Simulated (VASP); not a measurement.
Write the native input for VASP 6.6.1 that does the following.

| Item | Value |
| --- | --- |
| Task | single point |
| Functional | PBE |
| Potentials or basis | VASP PAW PBE potentials, release 64 (Si, O) |
| Cutoff | 520 eV |
| k mesh | 2 × 2 × 2 |
| Occupations | gaussian, width 0.02 eV |
| Spin | no spin polarisation |
| Dipole correction | no |
| Further INCAR settings | LREAL = Auto; ALGO = Normal; EDIFF = 1e-06; NBANDS = 49 |

The structure of Si16O (a cell with a defect) lies in POSCAR:

```
Si16O
1.0
    0.0000000000      5.4700937548     -5.4700937548
    5.4700937548      5.4700937548      0.0000000000
    5.4700937548      0.0000000000     -5.4700937548
Si O
16 1
Direct
    0.1532356734      0.1318702261      0.1313409847
    0.1175750415      0.6274195021      0.1251548019
    0.6271592689      0.0832152099      0.1179244870
    0.6149663334      0.6006742567      0.1092260072
    0.1288240260      0.1243295875      0.6369758282
    0.1235433121      0.6293223945      0.6216631108
    0.6257150523      0.1294901023      0.6365389984
    0.6224288198      0.6258410099      0.6144479694
    0.2427835901      0.7560477362      0.2469807759
    0.2681654220      0.2553692976      0.2624384635
    0.7426842541      0.7125335826      0.2407383784
    0.7838916831      0.2446394998      0.2700015879
    0.2482025100      0.7502774512      0.7505300977
    0.2520802315      0.2554763342      0.7578900264
    0.7491651302      0.7532685334      0.7359308049
    0.7529344440      0.2527422860      0.7547331335
   -0.2151347039      0.0562540632      0.2226462753
```

The input as run:

INCAR

```
PREC     = Accurate       # precision mode
ENCUT    = 520            # plane-wave cutoff, eV
EDIFF    = 1E-6           # SCF threshold, eV
ISMEAR   = 0              # smearing method
SIGMA    = 0.02           # smearing width, eV
LREAL    = Auto         
LASPH    = True           # aspherical terms in the spheres
NELM     = 60             # most SCF steps
ALGO     = Normal         # electronic algorithm
ISIF     = 2              # what is computed and relaxed
LWAVE    = False          # write WAVECAR
LCHARG   = False          # write CHGCAR
GGA      = PE             # functional
NBANDS   = 49             # bands
```

KPOINTS

```
Automatic mesh
0
Gamma
  2 2 2
```

Potentials or basis: VASP PAW PBE potentials, release 64 (Si, O).

Command:

```bash
$ cat potpaw_PBE.64/Si/POTCAR potpaw_PBE.64/O/POTCAR > POTCAR
$ mpirun -np 1 vasp_std > vasp.out
```

It gave:

The pressure is 2.4 GPa, the largest force is 0.048 eV/Å and the band gap on the k mesh is 0.51 eV.

Caveat: the k points lie up to 0.50 Å⁻¹ apart.

Wall time 4.2 min on 1 thread of Intel(R) Xeon(R) Platinum 8375C CPU @ 2.90GHz (Ice Lake) (shared host), peak memory 0.48 GiB.
